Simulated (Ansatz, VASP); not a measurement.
## One calculation of SiS2, two programs

```
Si S
1.0
    -2.90553    5.10282    2.92486
     2.90553   -5.10282    2.92486
     2.90553    5.10282   -2.92486
Si S
2 4
Direct
  0.75000 0.75000 0.00000
  0.25000 0.25000 0.00000
  0.10976 0.19469 0.30445
  0.89024 0.80531 0.69555
  0.60976 0.30531 0.91507
  0.39024 0.69469 0.08493
```

Change from the starting cell: hydrostatic strain +5.9%.

Alike in both runs: task single point; functional PBE; k mesh 6 × 6 × 6; occupations fermi-dirac, width 0.02 eV; no spin polarisation.

|  | VASP | Ansatz |
| --- | --- | --- |
| version | VASP 6.6.1 | Ansatz 0.2.0 |
| potentials or method | VASP PAW PBE potentials, release 64 (Si, S) | plane waves, PAW |
| plane-wave cutoff (eV) | 500 | 420 |
| valence electrons in the cell | 32 | 32 |

```tsv
	VASP	Ansatz	Ansatz less VASP
gap on the k mesh at the Fermi level (eV)	3.05	3.04	-0.016
pressure (GPa)	-1.0	-0.8	+0.19
traceless stress, the component that is largest in VASP (GPa)	-3.83	-3.78	+0.052
rms of the force components (eV/Å)	0.079	0.100	+0.0206
```

Atom by atom the forces differ by 0.021 eV/Å (rms over components).
